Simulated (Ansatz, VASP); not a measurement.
## Al in VASP and in Ansatz

```
Al
1.0
     0.00000    1.99119    1.99119
     1.99119    0.00000    1.99119
     1.99119    1.99119    0.00000
Al
1
Cartesian
  0.0000 0.0000 0.0000
```

Alike in both runs: functional LDA; k mesh 24 × 24 × 24; occupations fermi-dirac, width 0.05 eV; no spin polarisation.

Ansatz relaxed the structure, and its values are those at the end. VASP's run is a single point on that final structure, the one shown.

|  | VASP | Ansatz |
| --- | --- | --- |
| version | VASP 6.6.1 | Ansatz 0.2.0 |
| potentials or method | VASP PAW LDA potentials, release 64 (Al) | PAW with Ansatz's default frozen-core files, scalar-relativistic |
| plane-wave cutoff (eV) | 520 | 420 |
| valence electrons in the cell | 3 | 3 |

|  | VASP | Ansatz | Ansatz less VASP |
| --- | --- | --- | --- |
| pressure (GPa) | 0.1 | 0.0 | -0.07 |

LDA's correlation is that of Perdew and Zunger in VASP and of Perdew and Wang (1992) in Ansatz.
